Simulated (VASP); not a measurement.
Here is a VASP 6.6.1 calculation.

Contents of POSCAR:

```
GaN
1.0
    2.9806400000      0.0000000000      0.0000000000
   -1.4903200000      2.5813100000      0.0000000000
    0.0000000000      0.0000000000      2.6833700000
Ga N
1 1
Direct
    0.6666700000      0.3333300000      0.5000000000
    0.0000000000      0.0000000000      0.0000000000
```

The input INCAR.step1:

```
SYSTEM = GaN
PREC = Accurate
ENCUT = 520
EDIFF = 1E-5
ISMEAR = -1
SIGMA = 0.05
LREAL = .FALSE.
LASPH = .TRUE.
NELM = 60
ALGO = Normal
ISIF = 2
LWAVE = .TRUE.
GGA = PE
NBANDS = 16
```

Contents of INCAR.step2:

```
SYSTEM = GaN
PREC = Accurate
ENCUT = 520
EDIFF = 1E-7
ISMEAR = -1
SIGMA = 0.05
LREAL = .FALSE.
LASPH = .TRUE.
NELM = 60
ALGO = Normal
ISIF = 2
LWAVE = .FALSE.
LCHARG = .TRUE.
GGA = PE
LHFCALC = .TRUE.
HFSCREEN = 0.2079
PRECFOCK = Normal
LELF = .TRUE.
LVHAR = .TRUE.
ISTART = 1
NBANDS = 16
```

KPOINTS

```
Automatic mesh
0
G
  5 5 5
  0 0 0
```

Potentials or basis: VASP PAW PBE potentials, release 64 (Ga_d, N).

Run with:

```sh
$ cat potpaw_PBE.64/Ga_d/POTCAR potpaw_PBE.64/N/POTCAR > POTCAR
$ cp INCAR.step1 INCAR
$ mpirun -np 1 vasp_std > vasp.out
$ cp INCAR.step2 INCAR
$ mpirun -np 1 vasp_std > vasp.out
```

(1) Estimate the band gap on the k mesh.

(2) What does it give for the pressure?

## Answers

(1) 0.33 eV (least direct gap 1.69 eV).

(2) -9.5 GPa.

Caveat: the k points lie up to 0.49 Å⁻¹ apart; the PAW data sets were made with another functional, which shifts forces and pressure a little.
